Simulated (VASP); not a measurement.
Crystal: In4Ru.

```
CELL_PARAMETERS angstrom
-3.02000 3.02000 3.02000
3.02000 -3.02000 3.02000
3.02000 3.02000 -3.02000
ATOMIC_POSITIONS crystal
In 0.00000 0.50000 0.00000
In 0.00000 0.00000 0.50000
In 0.50000 0.50000 0.50000
In 0.50000 0.00000 0.00000
Ru 0.00000 0.00000 0.00000
```

| Quantity | Value |
| --- | --- |
| Program | VASP 6.6.1 |
| Task | relaxation of cell and atoms |
| Functional | PBE |
| Potentials or basis | VASP PAW PBE potentials, release 64 (In_d, Ru_pv) |
| Cutoff | 600 eV |
| k mesh | 4 × 4 × 4 |
| Occupations | gaussian, width 0.2 eV |
| Spin | no spin polarisation |

At the start: pressure 11.6 GPa; volume 22.03 Å³/atom.

Q: Where does the relaxation end?

A: Over 3 steps the energy falls by 87.6 meV/atom and the volume is 24.79 Å³/atom (+12.5 %); space group Im-3m (No. 229, to 0.1 Å) before and after.

Step by step:
```
step  energy change (eV)  largest force (eV/Å)  pressure (GPa)  volume (Å³)
   1              0.0000                0.0000           11.58       110.17
   2             -0.1583                0.0000           -5.78       137.56
   3             -0.4379                0.0000           -0.09       123.96
```

Final structure:
```
In Ru
1.0
    -3.14107    3.14107    3.14107
     3.14107   -3.14107    3.14107
     3.14107    3.14107   -3.14107
In Ru
4 1
Direct
  0.00000 0.50000 0.00000
  0.00000 0.00000 0.50000
  0.50000 0.50000 0.50000
  0.50000 0.00000 0.00000
  0.00000 0.00000 0.00000
```

Caveat: the k points lie up to 0.35 Å⁻¹ apart in the final cell, too coarse for converged energies and pressures of a metal.
